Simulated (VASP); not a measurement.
Set up this calculation in VASP 6.6.1, as the native input.

* Task: single point
* Functional: PBE
* Potentials or basis: VASP PAW PBE potentials, release 64 (Pd, Pt)
* Cutoff: 520 eV
* k mesh: 12 × 12 × 12
* Occupations: gaussian, width 0.1 eV
* Spin: no spin polarisation
* Dipole correction: no
* Further INCAR settings: ALGO = Fast; EDIFF = 1e-06; NBANDS = 28

The structure of Pd3Pt lies in POSCAR:

```
Pd3Pt
1.0
    0.0000000000      3.1416851304      3.1416851304
    3.1416851304      0.0000000000      3.1416851304
    3.1416851304      3.1416851304      0.0000000000
Pd Pt
3 1
Direct
    0.2500000000      0.2500000000      0.2500000000
    0.7500000000      0.7500000000      0.7500000000
    0.5000000000      0.5000000000      0.5000000000
    0.0000000000      0.0000000000      0.0000000000
```

The cell was built from a structure type or drawn by symmetry, and may not be a known phase.

These files were run (other wordings do the same):

INCAR

```
SYSTEM = Pd3Pt
PREC = Accurate ; ENCUT = 520
EDIFF = 1E-6 ; ISMEAR = 0
SIGMA = 0.1 ; LREAL = .False.
LASPH = .True. ; NELM = 60
ALGO = Fast ; ISIF = 2
LWAVE = .False. ; LCHARG = .False.
GGA = PE ; NBANDS = 28
```

KPOINTS

```
regular mesh
0
Gamma
  12 12 12
  0 0 0
```

Potentials or basis: VASP PAW PBE potentials, release 64 (Pd, Pt).

Run with:

```sh
$ cat potpaw_PBE.64/Pd/POTCAR potpaw_PBE.64/Pt/POTCAR > POTCAR
$ mpirun -np 1 vasp_std > vasp.out
```

It gave:

```
Pressure               : -0.3 GPa
Band gap on the k mesh : zero (bands 20 and 21 overlap by 0.96 eV)
```

Caveat: spin-orbit coupling is left out, which moves the levels of the heavy elements.

Wall time 3.9 min on 1 thread of Intel Xeon 8259CL (shared host), peak memory 0.28 GiB.
